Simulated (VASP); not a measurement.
Set up this calculation in VASP 6.6.1, as the native input.

```
Task                   : single point
Functional             : PBE
Dispersion             : D3(BJ)
Potentials or basis    : VASP PAW PBE potentials, release 64 (Ru_pv)
Cutoff                 : 520 eV
k mesh                 : 9 × 9 × 9
Occupations            : fermi-dirac, width 0.05 eV
Spin                   : no spin polarisation
Dipole correction      : no
Further INCAR settings : ALGO = Normal; EDIFF = 1e-06; NBANDS = 13
```

The structure of Ru lies in POSCAR:

```
Ru
1.0
    2.4103548746      0.0000000000      0.0000000000
    0.0000000000      2.4103548746      0.0000000000
    0.0000000000      0.0000000000      2.4103548746
Ru
1
Direct
    0.0000000000      0.0000000000      0.0000000000
```

The input as run:

INCAR

```
ALGO = Normal
EDIFF = 1E-6
ENCUT = 520
GGA = PE
ISIF = 2
ISMEAR = -1
IVDW = 12
LASPH = T
LCHARG = F
LREAL = F
LWAVE = F
NBANDS = 13
NELM = 100
PREC = Accurate
SIGMA = 0.05
```

KPOINTS

```
k-points
0
Gamma
  9 9 9
```

Potentials or basis: VASP PAW PBE potentials, release 64 (Ru_pv).

Command:

```bash
$ cat potpaw_PBE.64/Ru_pv/POTCAR > POTCAR
$ mpirun -np 1 vasp_std > vasp.out
```

It gave:

* Pressure: 28.9 GPa
* Band gap on the k mesh: zero (band 7 reaches 16.41 eV, above the bottom of band 8 at 11.57 eV)
* Dispersion energy per atom: -0.604 eV

Caveat: three body term missing; pairwise dispersion overbinds metals, which lowers pressure and volume.

Run time: 7.6 s on 1 thread of Intel Xeon 8259CL (shared host), peak memory 0.13 GiB.
